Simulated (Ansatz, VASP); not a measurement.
LiF in VASP and in Ansatz

Contents of INCAR:

```
ALGO = Normal
EDIFF = 1E-6
ENCUT = 520
GGA = PS
ISIF = 2
ISMEAR = 0
LASPH = True
LCHARG = False
LREAL = False
LWAVE = False
NBANDS = 18
NELM = 80
PREC = Accurate
SIGMA = 0.05
```

KPOINTS

```
k-points
0
Gamma
  9 9 6
```

File POSCAR:

```
LiF
1.0
    3.1833774102      0.0000000000      0.0000000000
   -1.5916887051      2.7568857071      0.0000000000
    0.0000000000      0.0000000000      4.9996175528
Li F
2 2
Direct
    0.3333333333      0.6666666667      0.3811542600
    0.6666666667      0.3333333333      0.8811542600
    0.3333333333      0.6666666667      0.9938437400
    0.6666666667      0.3333333333      0.4938437400
```

Input for Ansatz:

```yaml
crystal:
  lattice:
    - [3.1833774102, 0.0, 0.0]
    - [-1.5916887051, 2.7568857071, 0.0]
    - [0.0, 0.0, 4.9996175528]
  atoms:
    - { symbol: Li, position: [0.3333333333, 0.6666666667, 0.38115426] }
    - { symbol: Li, position: [0.6666666667, 0.3333333333, 0.88115426] }
    - { symbol: F, position: [0.3333333333, 0.6666666667, 0.99384374] }
    - { symbol: F, position: [0.6666666667, 0.3333333333, 0.49384374] }
basis:
  ecutwfc: 420
kpoints:
  mp_grid: { grid: [9, 9, 6] }
hamiltonian:
  xc: pbesol
scf:
  occupations: { method: gaussian, width: 0.05 }
output:
  forces: true
  stress: true
  eigenvalues: true
```

Change from the starting cell: strain +0.040 along x and y, +0.040 along z, atoms carried along.

Alike in both runs: task single point; functional PBEsol; k mesh 9 × 9 × 6; occupations gaussian, width 0.05 eV; no spin polarisation.

```csv
,VASP,Ansatz
version,VASP 6.6.1,Ansatz 0.2.0
potentials or method,"VASP PAW PBE potentials, release 64 (Li_sv, F), cutoff 520 eV","scalar-relativistic, plane waves, PAW"
valence electrons in the cell,20,20
```

|  | VASP | Ansatz | Ansatz less VASP |
| --- | --- | --- | --- |
| gap on the k mesh at the Fermi level (eV) | 7.16 | 7.17 | +0.009 |
| least direct gap on the mesh (eV) | 7.16 | 7.17 | +0.009 |
| rms of the force components (eV/Å) | 0.008 | 0.008 | +0.0003 |

VASP's potentials were made for PBE, not for PBEsol. Atom by atom the forces differ by 0.000 eV/Å (rms over components).

Noted on VASP's run: the cutoff is short for stress, so the pressure is rough.
